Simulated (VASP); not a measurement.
A run of VASP 6.6.1:

Contents of INCAR:

```
SYSTEM = Hf2C
  PREC = Accurate
  ENCUT = 520
  EDIFF = 1E-7
  ISMEAR = 0
  SIGMA = 0.1
  LREAL = .False.
  LASPH = .True.
  NELM = 100
  ALGO = Normal
  ISIF = 2
  LWAVE = .False.
  LCHARG = .False.
  GGA = PE
  NBANDS = 33
```

File KPOINTS:

```
Automatic mesh
0
Gamma
  8 8 12
  0 0 0
```

File POSCAR:

```
Hf2C
1.0
    5.4257739646      0.0000000000      0.0000000000
    0.0000000000      5.4257739646      0.0000000000
    0.0000000000      0.0000000000      3.3592309738
Hf C
4 2
Direct
    0.2025120680      0.7974879320      0.5000000000
    0.7025120680      0.7025120680      0.0000000000
    0.7974879320      0.2025120680      0.5000000000
    0.2974879320      0.2974879320      0.0000000000
    0.5000000000      0.5000000000      0.5000000000
    0.0000000000      0.0000000000      0.0000000000
```

Potentials or basis: VASP PAW PBE potentials, release 64 (Hf_pv, C).

Run with:

```sh
$ cat potpaw_PBE.64/Hf_pv/POTCAR potpaw_PBE.64/C/POTCAR > POTCAR
$ mpirun -np 1 vasp_std > vasp.out
```

Hardware: 1 thread of AMD EPYC 9R45 96-Core Processor (Zen 5), on a shared host.

Question: How long does it take, and how much memory?

Answer: Run time: 3.5 min on 1 thread of AMD EPYC 9R45 96-Core Processor (Zen 5) (shared host), peak memory 0.36 GiB. Counts: scf iterations 16, k points 105.
